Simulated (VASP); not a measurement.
# SrSc3Zn (Pm-3m) in VASP: a series of runs, part 2 of 2

VASP 6.6.1. The steps go on from the part before.

## 3. Relaxation of cell and atoms, PBE

This run uses another cell than the first one, of 27.95 Å³/atom, 0.959 times its volume.

INCAR

```
  ALGO = Normal
  EDIFF = 1E-6
  EDIFFG = -0.01
  ENCUT = 600
  GGA = PE
  IBRION = 2
  ISIF = 3
  ISMEAR = 0
  LASPH = True
  LCHARG = False
  LREAL = False
  LWAVE = False
  NELM = 100
  NSW = 100
  PREC = Accurate
  SIGMA = 0.1
```

KPOINTS

```
k-points
0
Gamma
  8 8 8
```

POSCAR

```
SrSc3Zn
1.0
    5.1893024062      0.0000000000      0.0000000000
    0.0000000000      5.1893024062      0.0000000000
    0.0000000000      0.0000000000      5.1893024062
Sr Sc Zn
1 3 1
Direct
    0.5000000000      0.5000000000      0.5000000000
    0.5000000000      0.5000000000      0.0000000000
    0.0000000000      0.5000000000      0.5000000000
    0.5000000000      0.0000000000      0.5000000000
    0.0000000000      0.0000000000      0.0000000000
```

Potentials or basis: VASP PAW PBE potentials, release 64 (Sr_sv, Sc_sv, Zn).

The run is started by

```console
> cat potpaw_PBE.64/Sr_sv/POTCAR potpaw_PBE.64/Sc_sv/POTCAR potpaw_PBE.64/Zn/POTCAR > POTCAR
> mpirun -np 1 vasp_std > vasp.out
```

OUTCAR:

```text
EDIFF = 1E-6
   EDIFFG = -0.01
   ENCUT = 600
   GGA = PE
   IBRION = 2
   ISIF = 3
   ISMEAR = 0
   LASPH = True
   LREAL = False
   NELM = 100
   NSW = 100
   PREC = Accurate

 ion  position               nearest neighbor table
   1  0.500  0.500  0.500-   2 2.59   3 2.59   4 2.59   2 2.59   4 2.59   3 2.59
   2  0.500  0.500  0.000-   1 2.59   1 2.59
   3  0.000  0.500  0.500-   1 2.59   1 2.59
   4  0.500  0.000  0.500-   1 2.59   1 2.59
   5  0.000  0.000  0.000-

  LATTYP: Found a simple cubic cell.
 ALAT       =     5.1893024062

  Lattice vectors:

 A1 = (   5.1893024062,   0.0000000000,   0.0000000000)
 A2 = (   0.0000000000,   5.1893024062,   0.0000000000)
 A3 = (   0.0000000000,   0.0000000000,   5.1893024062)

Analysis of symmetry for initial positions (statically):
=====================================================================
 Subroutine PRICEL returns:
 Original cell was already a primitive cell.

 Routine SETGRP: Setting up the symmetry group for a
 simple cubic supercell.

 Subroutine GETGRP returns: Found 48 space group operations
 (whereof 48 operations were pure point group operations)
 out of a pool of 48 trial point group operations.

The static configuration has the point symmetry O_h .

Analysis of symmetry for dynamics (positions and initial velocities):
=====================================================================
 Subroutine PRICEL returns:
 Original cell was already a primitive cell.

 Routine SETGRP: Setting up the symmetry group for a
 simple cubic supercell.

 Subroutine GETGRP returns: Found 48 space group operations
 (whereof 48 operations were pure point group operations)
 out of a pool of 48 trial point group operations.

The dynamic configuration has the point symmetry O_h .

 Subroutine INISYM returns: Found 48 space group operations
 (whereof 48 operations are pure point group operations),
 and found     1 'primitive' translations

----------------------------------------------------------------------------------------

                                     Primitive cell

  volume of cell :     139.7420

  direct lattice vectors                    reciprocal lattice vectors
     5.189302406  0.000000000  0.000000000     0.192704129  0.000000000  0.000000000
     0.000000000  5.189302406  0.000000000     0.000000000  0.192704129  0.000000000
     0.000000000  0.000000000  5.189302406     0.000000000  0.000000000  0.192704129

  length of vectors
     5.189302406  5.189302406  5.189302406     0.192704129  0.192704129  0.192704129

  position of ions in fractional coordinates (direct lattice)
     0.500000000  0.500000000  0.500000000
     0.500000000  0.500000000  0.000000000
     0.000000000  0.500000000  0.500000000
     0.500000000  0.000000000  0.500000000
     0.000000000  0.000000000  0.000000000

  ion indices of the primitive-cell ions
   primitive index   ion index
                 1           1
                 2           2
                 3           3
                 4           4
                 5           5

[... 29 lines left out ...]
  0.125000  0.000000  0.000000      6.000000
  0.250000  0.000000  0.000000      6.000000
  0.375000  0.000000  0.000000      6.000000
  0.500000  0.000000  0.000000      3.000000
  0.125000  0.125000  0.000000     12.000000
[... 16 lines left out ...]
  0.375000  0.375000  0.125000     24.000000
  0.500000  0.375000  0.125000     24.000000
 [... further k-points ...]
   k-points           NKPTS =     35   k-points in BZ     NKDIM =     35   number of bands    NBANDS=     33
   number of dos      NEDOS =    301   number of ions     NIONS =      5
   total plane-waves  NPLWV =  74088
   dimension x,y,z NGX =    42 NGY =   42 NGZ =   42
   dimension x,y,z NGXF=    84 NGYF=   84 NGZF=   84
   ions per type =               1   3   1
   NGX,Y,Z   is equivalent  to a cutoff of  13.46, 13.46, 13.46 a.u.
   NGXF,Y,Z  is equivalent  to a cutoff of  26.91, 26.91, 26.91 a.u.
 SYSTEM =  unknown system
   PREC   = accura    normal or accurate (medium, high low for compatibility)
   ISTART =      0    job   : 0-new  1-cont  2-samecut
   ICHARG =      2    charge: 1-file 2-atom 10-const
   ISPIN  =      1    spin polarized calculation?
   LNONCOLLINEAR =      F non collinear calculations
   LSORBIT =      F    spin-orbit coupling
   LASPH  =      T    aspherical Exc in radial PAW
   ENCUT  =  600.0 eV  44.10 Ry    6.64 a.u.  10.36 10.36 10.36*2*pi/ulx,y,z
   NELM   =    100;   NELMIN=  2; NELMDL= -5     # of ELM steps
   EDIFF  = 0.1E-05   stopping-criterion for ELM
   LREAL  =      F    real-space projection
   EDIFFG = -.1E-01   stopping-criterion for IOM
   NSW    =    100    number of steps for IOM
   IBRION =      2    ionic relax: 0-MD 1-quasi-New 2-CG
   NFREE  =      1    steps in history (QN), initial steepest desc. (CG)
   ISIF   =      3    stress and relaxation
   ISYM   =      2    0-nonsym 1-usesym 2-fastsym
   POTIM  = 0.5000    time-step for ionic-motion
   TEBEG  =    0.0;   TEEND  =   0.0 temperature during run
   PSTRESS=    0.0 pullay stress
   NELECT =      55.0000    total number of electrons
   NUPDOWN=      -1.0000    fix difference up-down
   EMIN   =  10.00;   EMAX   =-10.00  energy-range for DOS
   EFERMI =   0.00;   METHOD = LEGACY
   ISMEAR =     0;   SIGMA  =   0.10  broadening in eV -4-tet -1-fermi 0-gaus
   EFERMI_NEDOS =   21; number of points for ismear=-14 and -15
   IALGO  =     38    algorithm
   IMIX   =      4    mixing-type and parameters
     AMIX     =   0.40;   BMIX     =  1.00
     AMIX_MAG =   1.60;   BMIX_MAG =  1.00
  volume/ion in A,a.u.               =      27.95       188.61
  Fermi-wavevector in a.u.,A,eV,Ry     =   1.199739  2.267178 19.583865  1.439373
  Thomas-Fermi vector in A             =   2.335594
   LORBIT       =      0    0 simple, 1 ext, 2 COOP (PROOUT), +10 PAW based schemes
   GGA     = PE    functional components
   LHFCALC =     F    Hartree Fock is set to
   AEXX    =    0.0000 exact exchange contribution
   IVDW    =     0    specifies the selected vdW correction
   LEPSILON=     F    determine dielectric tensor
   LRPA    =     F    only Hartree local field effects (RPA)
 conjugate gradient relaxation of ions
 non-spin polarized calculation
 Gauss-broadening in eV      SIGMA  =   0.10
  energy-cutoff  :      600.00
  volume of cell :      139.74
 maximum number of plane-waves:      4700
 NGX is ok and might be reduce to    42
   NGX = 21   NGY = 21   NGZ = 21

--------------------------------------- Ionic step        1  -------------------------------------------

 number of electron      54.9999995 magnetization

 Free energy of the ion-electron system (eV)
  ---------------------------------------------------
  ext. energy  EPLUGINS =         0.00000000
  ---------------------------------------------------
  free energy    TOTEN  =       -14.58876589 eV

  energy without entropy =      -14.57077474  energy(sigma->0) =      -14.57977031

------------------------ aborting loop because EDIFF is reached ----------------------------------------

  FORCE on cell =-STRESS in cart. coord.  units (eV):
  Direction    XX          YY          ZZ          XY          YZ          ZX
  --------------------------------------------------------------------------------------
  -------------------------------------------------------------------------------------
  Total        0.9483320      0.9483320      0.9483320      0.0000000     -0.0000000      0.0000000
  in kB       10.8728663     10.8728663     10.8728663      0.0000000     -0.0000000      0.0000000
  external PRESSURE =      10.8728663 kB  Pullay stress =       0.0000000 kB
[... 65 lines left out ...]
--------------------------------------- Ionic step        3  -------------------------------------------

 number of electron      55.0000040 magnetization

 Free energy of the ion-electron system (eV)
  ---------------------------------------------------
  ext. energy  EPLUGINS =         0.00000000
  ---------------------------------------------------
  free energy    TOTEN  =       -14.61326269 eV

  energy without entropy =      -14.59683295  energy(sigma->0) =      -14.60504782

 E-fermi :   2.2442     XC(G=0):  -8.9689

 val. band max:        2.2407994179   @ k =   0.5000   0.2500   0.2500
 cond. band min:       2.2548416762   @ k =   0.3750   0.1250   0.1250
 fundamental gap:      0.0140422583
 Fermi energy:         2.2441796256

 k-point     1 :       0.0000    0.0000    0.0000
  band No.  band energies     occupation
      1     -47.8677      2.00000
      2     -47.8532      2.00000
      3     -47.8532      2.00000
      4     -32.8267      2.00000
      5     -26.6560      2.00000
      6     -26.6560      2.00000
[... 853 lines left out ...]
     32       3.0488      0.00000
     33       3.4611      0.00000

 [... further k-points ...]
[... 5 lines left out ...]
  --------------------------------------------------------------------------------------
  -------------------------------------------------------------------------------------
  Total       -0.0270910     -0.0270910     -0.0270910     -0.0000000     -0.0000000      0.0000000
  in kB       -0.2943249     -0.2943249     -0.2943249     -0.0000000     -0.0000000      0.0000000
  external PRESSURE =      -0.2943249 kB  Pullay stress =       0.0000000 kB
[... 20 lines left out ...]
  FREE ENERGIE OF THE ION-ELECTRON SYSTEM (eV)
  ---------------------------------------------------
  free  energy   TOTEN  =       -14.6132626897 eV

  energy  without entropy=      -14.5968329514  energy(sigma->0) =      -14.60504782

 reached required accuracy - stopping structural energy minimisation
```

Wall time 9.9 min (1 thread of Intel Xeon Platinum 8488C (Sapphire Rapids), shared host); peak memory 0.4 GiB.

What came out:

```yaml
Free_energy: -14.6133 eV
Relaxed_volume: 29.49 Å³/atom
Relaxed_cell: a = 5.283 Å, b = 5.283 Å, c = 5.283 Å, α = 90.00°, β = 90.00°, γ = 90.00°
Space_group_after_relaxing_to_0.05_Å: Pm-3m (No. 221)
Energy_gained_by_relaxing: 4.9 meV/atom
Ionic_steps: 3
Pressure_after_relaxing: 0.0 GPa
```

Step by step:
```
step  energy change (eV)  largest force (eV/Å)  pressure (GPa)  volume (Å³)
   1              0.0000                0.0000            1.09       139.74
   2             -0.0190                0.0000            0.50       143.61
   3             -0.0245                0.0000           -0.03       147.47
```

Final structure:
```
CELL_PARAMETERS angstrom
5.28327 0.00000 0.00000
0.00000 5.28327 0.00000
0.00000 0.00000 5.28327
ATOMIC_POSITIONS crystal
Sr 0.50000 0.50000 0.50000
Sc 0.50000 0.50000 0.00000
Sc 0.00000 0.50000 0.50000
Sc 0.50000 0.00000 0.50000
Zn 0.00000 0.00000 0.00000
```

## 4. Single point, PBE

This run uses another cell than the first one, of 17.63 Å³/atom, 0.605 times its volume.

INCAR

```
PREC = Accurate
ENCUT = 520
EDIFF = 1E-7
ISMEAR = 0
SIGMA = 0.1
LREAL = False
LASPH = True
NELM = 100
ALGO = Normal
ISIF = 2
LWAVE = False
LCHARG = True
GGA = PE
LELF = True
LVHAR = True
NBANDS = 36
```

KPOINTS

```
Automatic mesh
0
Gamma
  4 4 4
```

POSCAR: that of step 3 with these lines changed.

```diff
@@ -2,5 +2,5 @@
 1.0
-    5.1893024062      0.0000000000      0.0000000000
-    0.0000000000      5.1893024062      0.0000000000
-    0.0000000000      0.0000000000      5.1893024062
+    4.4504912900      0.0000000000      0.0000000000
+    0.0000000000      4.4504912900      0.0000000000
+    0.0000000000      0.0000000000      4.4504912900
 Sr Sc Zn
```

The run is started by

```console
> cat potpaw_PBE.64/Sr_sv/POTCAR potpaw_PBE.64/Sc_sv/POTCAR potpaw_PBE.64/Zn/POTCAR > POTCAR
> mpirun -np 1 vasp_std > vasp.out
```

Run time: 39 s. Hardware: 1 thread of Intel Xeon Platinum 8488C (Sapphire Rapids), shared host; peak memory 0.22 GiB.

The run converged. Its results:

```yaml
Free_energy: -11.2463 eV
Pressure: 34.0 GPa
```

Levels at points of the mesh, in eV from the Fermi level:
| k point | band 25 | band 26 | band 27 | band 28 | band 29 | band 30 |
| --- | --- | --- | --- | --- | --- | --- |
| (0.00, 0.00, 0.00) | -3.18 | -1.17 | -1.17 | -0.34 | -0.34 | 1.52 |
| (0.50, 0.00, 0.00) | -2.32 | -2.32 | -0.79 | 0.48 | 0.79 | 1.44 |
| (0.50, 0.50, 0.00) | -1.62 | -1.62 | -0.70 | 0.04 | 0.65 | 0.65 |
| (0.50, 0.50, 0.50) | -1.46 | -0.36 | -0.36 | -0.36 | 0.87 | 0.87 |

## 5. Overview

| task | cell | k mesh | cutoff (eV) | gap on the mesh (eV) | pressure (GPa) |
| --- | --- | --- | --- | --- | --- |
| single point | a = 5.262 Å, 5 atoms | 8 × 8 × 8 | 520 | none | 0.2 |
| relaxation of cell and atoms | relaxed from a = 5.189 Å, 5 atoms | 8 × 8 × 8 | 600 | none | 0.0 |
| single point | a = 4.450 Å, 5 atoms | 4 × 4 × 4 | 520 | none | 34.0 |

Alike in all rows: level PBE; potentials or basis VASP PAW PBE potentials, release 64 (Sr_sv, Sc_sv, Zn); no spin polarisation; smearing gaussian 0.1 eV.

Total energies depend on the potentials used, so only differences within one code and one set of settings carry meaning.
